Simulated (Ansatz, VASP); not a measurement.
**One calculation of SiMo3, two programs**

```
CELL_PARAMETERS angstrom
5.42901 0.00000 0.00000
-2.71450 4.70166 0.00000
0.00000 0.00000 4.69755
ATOMIC_POSITIONS crystal
Si 0.33333 0.66667 0.25000
Si 0.66667 0.33333 0.75000
Mo 0.83250 0.66499 0.25000
Mo 0.16750 0.83250 0.75000
Mo 0.66499 0.83250 0.75000
Mo 0.33501 0.16750 0.25000
Mo 0.83250 0.16750 0.25000
Mo 0.16750 0.33501 0.75000
```

Change from the starting cell: species swapped into the ScCd3 type (P6_3/mmc, No. 194).

Alike in both runs: functional PBE; k mesh 3 × 3 × 4; occupations gaussian, width 0.2 eV; no spin polarisation.

Ansatz relaxed the structure, and its values are those at the end. VASP's run is a single point on that final structure, the one shown.

|  | VASP | Ansatz |
| --- | --- | --- |
| version | VASP 6.6.1 | Ansatz 0.2.0 |
| potentials or method | VASP PAW PBE potentials, release 64 (Si, Mo_sv), cutoff 500 eV | scalar-relativistic, plane waves, PAW |
| valence electrons in the cell | 92 | 92 |

|  | VASP | Ansatz | Ansatz less VASP |
| --- | --- | --- | --- |
| gap on the k mesh at the Fermi level (eV) | none | none | - |
| pressure (GPa) | 0.0 | -0.4 | -0.39 |
| rms of the force components (eV/Å) | 0.033 | 0.033 | +0.0002 |

A gap of «none» marks a metal or a gap that the smearing closes. With one functional, cell and mesh, what is left measures potentials, basis and numerics.

The k mesh is coarse, so the values compare programs but aren't converged.
